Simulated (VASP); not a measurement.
Input of a VASP 6.6.1 run:

The input INCAR:

```
SYSTEM = CsSnI3
PREC     = Accurate       ! precision mode
ENCUT    = 520            ! plane-wave cutoff, eV
EDIFF    = 1E-6           ! SCF threshold, eV
ISMEAR   = 0              ! smearing method
SIGMA    = 0.03           ! smearing width, eV
LREAL    = .FALSE.        ! projectors in reciprocal space
LASPH    = .TRUE.         ! aspherical terms in the spheres
NELM     = 60             ! most SCF steps
ALGO     = Normal         ! electronic algorithm
ISIF     = 2              ! what is computed and relaxed
LWAVE    = .FALSE.        ! write WAVECAR
LCHARG   = .FALSE.        ! write CHGCAR
GGA      = PE             ! functional
NBANDS   = 30             ! bands
```

File KPOINTS:

```
regular mesh
0
G
  6 6 6
  0 0 0
```

The input POSCAR:

```
CsSnI3
1.0
    6.3918710000      0.0000000000      0.0000000000
    0.0000000000      6.3918710000      0.0000000000
    0.0000000000      0.0000000000      6.3918710000
Cs Sn I
1 1 3
Direct
    0.0000000000      0.0000000000      0.0000000000
    0.5000000000      0.5000000000      0.5000000000
    0.0000000000      0.5000000000      0.5000000000
    0.5000000000      0.0000000000      0.5000000000
    0.5000000000      0.5000000000      0.0000000000
```

Potentials or basis: VASP PAW PBE potentials, release 64 (Cs_sv, Sn_d, I).

Command:

```console
$ cat potpaw_PBE.64/Cs_sv/POTCAR potpaw_PBE.64/Sn_d/POTCAR potpaw_PBE.64/I/POTCAR > POTCAR
$ mpirun -np 1 vasp_std > vasp.out
```

Question: Estimate the band gap on the k mesh.

Answer: 0.67 eV, direct.

Question: What does it give for the pressure?

Answer: -0.7 GPa.

Caveat: the cell differs from its parent crystal (strain +0.030 along x and y, +0.030 along z); spin-orbit coupling is left out, which moves the levels of the heavy elements. A k mesh can miss the band edges.
